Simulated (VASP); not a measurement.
# KF (zincblende type) (F-43m) in VASP: relaxation of cell and atoms with PBE

Aim: the relaxation of cell and atoms of KF (zincblende type) with PBE.

All numbers are computed with VASP 6.6.1; they aren't measurements. Logs are shortened: lines on timing, memory, paths and dates and some standing lists are left out, and cuts for length are marked.

### Step 1. The cell of the first run

Symmetry: F-43m, No. 216, cubic system. The conventional cell has a = 5.521 Å, b = 5.521 Å, c = 5.521 Å, α = 90.00°, β = 90.00°, γ = 90.00°. Within 3.2 Å of K (site symmetry -43m) lie 4 F at 2.39 Å. F (site symmetry -43m) has 4 K at 2.39 Å within 3.2 Å.

### Step 2. Relaxation of cell and atoms, PBE, target pressure 7.7 GPa, at which the enthalpy is minimised

Input file INCAR:

```
SYSTEM = KF
PREC = Accurate
ENCUT = 600
EDIFF = 1E-6
ISMEAR = -1
SIGMA = 0.05
LREAL = .FALSE.
LASPH = .TRUE.
NELM = 100
ALGO = Normal
ISIF = 3
LWAVE = .FALSE.
LCHARG = .FALSE.
GGA = PE
IBRION = 2
NSW = 32
EDIFFG = -0.005
PSTRESS = 77.0
```

Input file KPOINTS:

```
Automatic mesh
0
G
  14 14 14
  0 0 0
```

Input file POSCAR:

```
KF
1.0
    0.0000000000      2.7605731950      2.7605731950
    2.7605731950      0.0000000000      2.7605731950
    2.7605731950      2.7605731950      0.0000000000
K F
1 1
Direct
    0.0000000000      0.0000000000      0.0000000000
    0.2500000000      0.2500000000      0.2500000000
```

Potentials or basis: VASP PAW PBE potentials, release 64 (K_sv, F).

The run is started by

```sh
$ cat potpaw_PBE.64/K_sv/POTCAR potpaw_PBE.64/F/POTCAR > POTCAR
$ mpirun -np 1 vasp_std > vasp.out
```

OUTCAR:

```text
SYSTEM = KF
   PREC = Accurate
   ENCUT = 600
   EDIFF = 1E-6
   ISMEAR = -1
   LREAL = .FALSE.
   LASPH = .TRUE.
   NELM = 100
   ISIF = 3
   GGA = PE
   IBRION = 2
   NSW = 32
   EDIFFG = -0.005
   PSTRESS = 77.0

 ion  position               nearest neighbor table
   1  0.000  0.000  0.000-   2 2.39   2 2.39   2 2.39   2 2.39
   2  0.250  0.250  0.250-   1 2.39   1 2.39   1 2.39   1 2.39

  LATTYP: Found a face centered cubic cell.
 ALAT       =     5.5211463900

  Lattice vectors:

 A1 = (   0.0000000000,   2.7605731950,   2.7605731950)
 A2 = (   2.7605731950,   0.0000000000,   2.7605731950)
 A3 = (   2.7605731950,   2.7605731950,   0.0000000000)

Analysis of symmetry for initial positions (statically):
=====================================================================
 Subroutine PRICEL returns:
 Original cell was already a primitive cell.

 Routine SETGRP: Setting up the symmetry group for a
 face centered cubic supercell.

 Subroutine GETGRP returns: Found 24 space group operations
 (whereof 24 operations were pure point group operations)
 out of a pool of 48 trial point group operations.

The static configuration has the point symmetry T_d .

Analysis of symmetry for dynamics (positions and initial velocities):
=====================================================================
 Subroutine PRICEL returns:
 Original cell was already a primitive cell.

 Routine SETGRP: Setting up the symmetry group for a
 face centered cubic supercell.

 Subroutine GETGRP returns: Found 24 space group operations
 (whereof 24 operations were pure point group operations)
 out of a pool of 48 trial point group operations.

The dynamic configuration has the point symmetry T_d .

 Subroutine INISYM returns: Found 24 space group operations
 (whereof 24 operations are pure point group operations),
 and found     1 'primitive' translations

----------------------------------------------------------------------------------------

                                     Primitive cell

  volume of cell :      42.0754

  direct lattice vectors                    reciprocal lattice vectors
     0.000000000  2.760573195  2.760573195    -0.181121805  0.181121805  0.181121805
     2.760573195  0.000000000  2.760573195     0.181121805 -0.181121805  0.181121805
     2.760573195  2.760573195  0.000000000     0.181121805  0.181121805 -0.181121805

  length of vectors
     3.904040052  3.904040052  3.904040052     0.313712169  0.313712169  0.313712169

  position of ions in fractional coordinates (direct lattice)
     0.000000000  0.000000000  0.000000000
     0.250000000  0.250000000  0.250000000

  ion indices of the primitive-cell ions
   primitive index   ion index
                 1           1
                 2           2

----------------------------------------------------------------------------------------

 KPOINTS: Automatic mesh

Automatic generation of k-mesh.
 Grid dimensions read from file:
 generate k-points for:   14   14   14

 Generating k-lattice:

  Cartesian coordinates                     Fractional coordinates (reciprocal lattice)
    -0.012937272  0.012937272  0.012937272     0.071428571  0.000000000  0.000000000
     0.012937272 -0.012937272  0.012937272     0.000000000  0.071428571  0.000000000
     0.012937272  0.012937272 -0.012937272     0.000000000  0.000000000  0.071428571

  Length of vectors
     0.022408012  0.022408012  0.022408012

  Shift w.r.t. Gamma in fractional coordinates (k-lattice)
     0.000000000  0.000000000  0.000000000
[... 61 lines left out ...]
   PSTRESS=   77.0 pullay stress
   NELECT =      16.0000    total number of electrons
   NUPDOWN=      -1.0000    fix difference up-down
   EMIN   =  10.00;   EMAX   =-10.00  energy-range for DOS
   EFERMI =   0.00;   METHOD = LEGACY
   ISMEAR =    -1;   SIGMA  =   0.05  broadening in eV -4-tet -1-fermi 0-gaus
   EFERMI_NEDOS =   21; number of points for ismear=-14 and -15
   IALGO  =     38    algorithm
   IMIX   =      4    mixing-type and parameters
     AMIX     =   0.40;   BMIX     =  1.00
     AMIX_MAG =   1.60;   BMIX_MAG =  1.00
  volume/ion in A,a.u.               =      21.04       141.97
  Fermi-wavevector in a.u.,A,eV,Ry     =   1.186057  2.241323 19.139740  1.406731
  Thomas-Fermi vector in A             =   2.322238
   LORBIT       =      0    0 simple, 1 ext, 2 COOP (PROOUT), +10 PAW based schemes
   GGA     = PE    functional components
   LHFCALC =     F    Hartree Fock is set to
   AEXX    =    0.0000 exact exchange contribution
   IVDW    =     0    specifies the selected vdW correction
   LEPSILON=     F    determine dielectric tensor
   LRPA    =     F    only Hartree local field effects (RPA)
 conjugate gradient relaxation of ions
 non-spin polarized calculation
  energy-cutoff  :      600.00
  volume of cell :       42.08
 maximum number of plane-waves:      1419
   NGX = 15   NGY = 15   NGZ = 15

--------------------------------------- Ionic step        1  -------------------------------------------

 number of electron      16.0000004 magnetization

 Free energy of the ion-electron system (eV)
  ---------------------------------------------------
  ext. energy  EPLUGINS =         0.00000000
  ---------------------------------------------------
  free energy    TOTEN  =        -7.90716677 eV

  energy without entropy =       -7.90716677  energy(sigma->0) =       -7.90716677

------------------------ aborting loop because EDIFF is reached ----------------------------------------

  FORCE on cell =-STRESS in cart. coord.  units (eV):
  Direction    XX          YY          ZZ          XY          YZ          ZX
  --------------------------------------------------------------------------------------
  -------------------------------------------------------------------------------------
  Total        2.0772645      2.0772645      2.0772645      0.0000000      0.0000000      0.0000000
  in kB       79.0996561     79.0996561     79.0996561      0.0000000      0.0000000      0.0000000
  external PRESSURE =       2.0996561 kB  Pullay stress =      77.0000000 kB

 VOLUME and BASIS-vectors are now :
 -----------------------------------------------------------------------------
  energy-cutoff  :      600.00
  volume of cell :       42.08
      direct lattice vectors                 reciprocal lattice vectors
     0.000000000  2.760573195  2.760573195    -0.181121805  0.181121805  0.181121805
     2.760573195  0.000000000  2.760573195     0.181121805 -0.181121805  0.181121805
     2.760573195  2.760573195  0.000000000     0.181121805  0.181121805 -0.181121805

 POSITION                                       TOTAL-FORCE (eV/Angst)
 -----------------------------------------------------------------------------------
      0.00000      0.00000      0.00000        -0.000000      0.000000     -0.000000
      1.38029      1.38029      1.38029         0.000000     -0.000000      0.000000
 -----------------------------------------------------------------------------------
    total drift:                                0.000000      0.000000      0.000000

  FREE ENERGIE OF THE ION-ELECTRON SYSTEM (eV)
  ---------------------------------------------------
  free  energy   TOTEN  =        -7.9071667733 eV

  energy  without entropy=       -7.9071667732  energy(sigma->0) =       -7.90716677

  enthalpy is  TOTEN    =        -5.8850420526 eV   P V=        2.0221247208

--------------------------------------- Ionic step        2  -------------------------------------------

 number of electron      16.0000005 magnetization

 Free energy of the ion-electron system (eV)
  ---------------------------------------------------
  ext. energy  EPLUGINS =         0.00000000
  ---------------------------------------------------
  free energy    TOTEN  =        -7.91536272 eV

  energy without entropy =       -7.91536272  energy(sigma->0) =       -7.91536272

 E-fermi :  -2.0573     XC(G=0):  -7.7307

 val. band max:       -3.2171689922   @ k =  -0.2857   0.5000   0.2143
 cond. band min:       2.4415337592   @ k =   0.0000   0.0000   0.0000
 fundamental gap:      5.6587027514
 Fermi energy:        -2.0573240922

 k-point     1 :       0.0000    0.0000    0.0000
  band No.  band energies     occupation
      1     -28.9525      2.00000
      2     -21.8765      2.00000
      3     -12.2738      2.00000
      4     -12.2738      2.00000
      5     -12.2738      2.00000
      6      -3.6151      2.00000
      7      -3.6151      2.00000
      8      -3.6151      2.00000
      9       2.4415      0.00000
     10       9.2097      0.00000
     11       9.2097      0.00000
     12       9.5695      0.00000
[... 331 lines left out ...]
 k-point    24 :       0.2857    0.1429    0.0000
  band No.  band energies     occupation
      1     -28.8911      2.00000
      2     -21.9899      2.00000
      3     -12.4059      2.00000
      4     -12.3653      2.00000
      5     -12.2701      2.00000
      6      -3.7289      2.00000
      7      -3.4745      2.00000
      8      -3.4651      2.00000
      9       3.9381      0.00000
     10       7.3496      0.00000
     11       9.1618      0.00000
     12       9.1675      0.00000

 [... further k-points ...]

------------------------ aborting loop because EDIFF is reached ----------------------------------------

  FORCE on cell =-STRESS in cart. coord.  units (eV):
  Direction    XX          YY          ZZ          XY          YZ          ZX
  --------------------------------------------------------------------------------------
  -------------------------------------------------------------------------------------
  Total        2.0318447      2.0318447      2.0318447      0.0000000      0.0000000     -0.0000000
  in kB       77.0622260     77.0622260     77.0622260      0.0000000      0.0000000     -0.0000000
  external PRESSURE =       0.0622260 kB  Pullay stress =      77.0000000 kB

 VOLUME and BASIS-vectors are now :
 -----------------------------------------------------------------------------
  energy-cutoff  :      600.00
  volume of cell :       42.24
      direct lattice vectors                 reciprocal lattice vectors
     0.000000000  2.764244884  2.764244884    -0.180881225  0.180881225  0.180881225
     2.764244884  0.000000000  2.764244884     0.180881225 -0.180881225  0.180881225
     2.764244884  2.764244884  0.000000000     0.180881225  0.180881225 -0.180881225

 POSITION                                       TOTAL-FORCE (eV/Angst)
 -----------------------------------------------------------------------------------
      2.76424      0.00000      2.76424        -0.000000     -0.000000     -0.000000
      1.38212      1.38212      1.38212         0.000000      0.000000      0.000000
 -----------------------------------------------------------------------------------
    total drift:                                0.000000      0.000000      0.000000

  FREE ENERGIE OF THE ION-ELECTRON SYSTEM (eV)
  ---------------------------------------------------
  free  energy   TOTEN  =        -7.9153627249 eV

  energy  without entropy=       -7.9153627249  energy(sigma->0) =       -7.91536272

  enthalpy is  TOTEN    =        -5.8851587128 eV   P V=        2.0302040122

 reached required accuracy - stopping structural energy minimisation
```

Wall time 34 s (1 thread of Intel Xeon 6975P-C (Granite Rapids), shared host); peak memory 0.22 GiB.

Results:

* Free energy: -7.9154 eV
* Relaxed volume: 21.12 Å³/atom
* Relaxed cell: a = 3.909 Å, b = 3.909 Å, c = 3.909 Å, α = 60.00°, β = 60.00°, γ = 60.00°
* Space group after relaxing (to 0.1 Å): F-43m (No. 216)
* Energy change on relaxing (the run minimises the enthalpy): -4.1 meV/atom
* Ionic steps: 2
* Pressure after relaxing: 7.7 GPa
* Band gap on the k mesh: 5.66 eV (least direct gap 6.06 eV)

Step by step:
| step | energy change (eV) | largest force (eV/Å) | pressure (GPa) | volume (Å³) |
| --- | --- | --- | --- | --- |
| 1 | 0.0000 | 0.0000 | 7.91 | 42.08 |
| 2 | -0.0082 | 0.0000 | 7.71 | 42.24 |

Final structure:
```xyz
2
Lattice="0.0000 2.7642 2.7642 2.7642 0.0000 2.7642 2.7642 2.7642 0.0000" Properties=species:S:1:pos:R:3 pbc="T T T"
K     2.7642    0.0000    2.7642
F     1.3821    1.3821    1.3821
```

Caveat: the cell is relaxed towards a set pressure, so the run minimises the enthalpy, not the energy.
